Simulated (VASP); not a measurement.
**NaCl: single point with r2SCAN**

NaCl:

```
Na Cl
1.0
     0.00000    2.80273    2.80273
     2.80273    0.00000    2.80273
     2.80273    2.80273    0.00000
Na Cl
1 1
Direct
  0.00000 0.00000 0.00000
  0.50000 0.50000 0.50000
```

| Item | Value |
| --- | --- |
| Program | VASP 6.6.1 |
| Task | single point |
| Functional | r2SCAN |
| Potentials or basis | VASP PAW PBE potentials, release 64 (Na_pv, Cl) |
| Cutoff | 520 eV |
| k mesh | 6 × 6 × 6 |
| Occupations | gaussian, width 0.01 eV |
| Spin | no spin polarisation |

```yaml
Pressure: -0.2 GPa
Band_gap_on_the_k_mesh: 6.00 eV, direct
```

Levels at points of the mesh, in eV from the valence-band top:
```
           k point  band 5  band 6  band 7  band 8  band 9  band 10
(0.00, 0.00, 0.00)    0.00    0.00    0.00    6.00   11.78    11.78
(0.50, 0.00, 0.00)   -1.98   -0.29   -0.29    7.98   11.77    11.81
(0.50, 0.50, 0.00)   -1.73   -0.63   -0.63    8.50    8.60    12.35
```

It took 37 s on 1 thread of Intel(R) Xeon(R) Platinum 8488C (Sapphire Rapids), with other jobs on the host, peak memory 0.16 GiB.

Caveat: the PAW data sets were made with another functional, which shifts forces and pressure a little. r2SCAN opens gaps a little over a GGA but as a rule still falls short of measured ones.
